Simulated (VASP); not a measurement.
A run of VASP 6.6.1:

The input POSCAR:

```
Si
1.0
    5.4442106826      0.0000000000      0.0000000000
    0.0000000000     -5.4442106826      0.0000000000
    0.0000000000      0.0000000000     -5.4442106826
Si
8
Direct
    0.5000000000      1.0413283051      1.0000000000
    0.0000000000      0.5000000000      1.0000000000
    0.0000000000      1.0000000000      0.5000000000
    0.5000000000      0.5000000000      0.5000000000
    0.7500000000      0.7500000000      0.7500000000
    0.2500000000      0.2500000000      0.7500000000
    0.2500000000      0.7500000000      0.2500000000
    0.7500000000      0.2500000000      0.2500000000
```

File INCAR.step1:

```
SYSTEM = Si
PREC = Accurate ; ENCUT = 520
ISMEAR = 0 ; SIGMA = 0.05
LREAL = .FALSE. ; LASPH = .TRUE.
NELM = 60 ; NBANDS = 26
GGA = PE ; ALGO = Normal
EDIFF = 1E-4 ; LWAVE = .TRUE.
LCHARG = .FALSE.
```

INCAR.step2

```
SYSTEM = Si
PREC = Accurate ; ENCUT = 520
EDIFF = 1E-6 ; ISMEAR = 0
SIGMA = 0.05 ; LREAL = .FALSE.
LASPH = .TRUE. ; NELM = 60
ALGO = Normal ; ISIF = 2
LWAVE = .FALSE. ; LCHARG = .TRUE.
METAGGA = R2SCAN ; LMIXTAU = .TRUE.
LELF = .TRUE. ; LVHAR = .TRUE.
NBANDS = 26 ; ISTART = 1
```

File KPOINTS:

```
regular mesh
0
G
  6 6 6
  0 0 0
```

Potentials or basis: VASP PAW PBE potentials, release 64 (Si).

Command:

```sh
$ cat potpaw_PBE.64/Si/POTCAR > POTCAR
$ cp INCAR.step1 INCAR
$ mpirun -np 1 vasp_std > vasp.out
$ cp INCAR.step2 INCAR
$ mpirun -np 1 vasp_std > vasp.out
```

Hardware: 1 thread of Intel(R) Xeon(R) 6975P-C (Granite Rapids), on a shared host.

**Question.** How long does it take, and how much memory?

**Answer.** It took 3.2 min on 1 thread of Intel(R) Xeon(R) 6975P-C (Granite Rapids), on a shared host, peak memory 0.34 GiB. Counts: k points 52.
